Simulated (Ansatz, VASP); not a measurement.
**GdN in VASP and in Ansatz**

```xyz
2
Lattice="0.0000 2.4995 2.4995 2.4995 0.0000 2.4995 2.4995 2.4995 0.0000" Properties=species:S:1:pos:R:3 pbc="T T T"
Gd    2.4995    2.4995    2.4995
N     0.0000    0.0000    0.0000
```

Alike in both runs: task single point; functional PBE; k mesh 7 × 7 × 7; occupations gaussian, width 0.05 eV; collinear spin; Hubbard terms Gd f U = 2.0 eV.

|  | VASP | Ansatz |
| --- | --- | --- |
| version | VASP 6.6.1 | Ansatz 0.2.0 |
| potentials or method | VASP PAW PBE potentials, release 64 (Gd, N), cutoff 520 eV | scalar-relativistic, plane waves, PAW |
| valence electrons in the cell | 23 | 23 |

Ansatz gave:

| Quantity | Value |
| --- | --- |
| gap on the k mesh at the Fermi level (eV) | none |
| pressure (GPa) | -0.7 |
| net moment per atom (μB) | 3.50 |
| size of the moment on the site where the two differ most (μB) | 6.90 |

Question: Which values does VASP return?

Answer: gap on the k mesh at the Fermi level (eV): none; pressure (GPa): -0.7; net moment per atom (μB): 3.50; size of the moment on the site where the two differ most (μB): 6.84.

Site moments also hang on the region over which each program counts them. The programs project onto different local orbitals, so the same U acts differently, and such runs can settle in different states. A gap of «none» marks a metal or a gap that the smearing closes. Ansatz's warnings: filled band counts differ across k points, specified occupation not kept, symmetry narrowed by occupation matrices.

Neither program's run includes spin-orbit coupling.
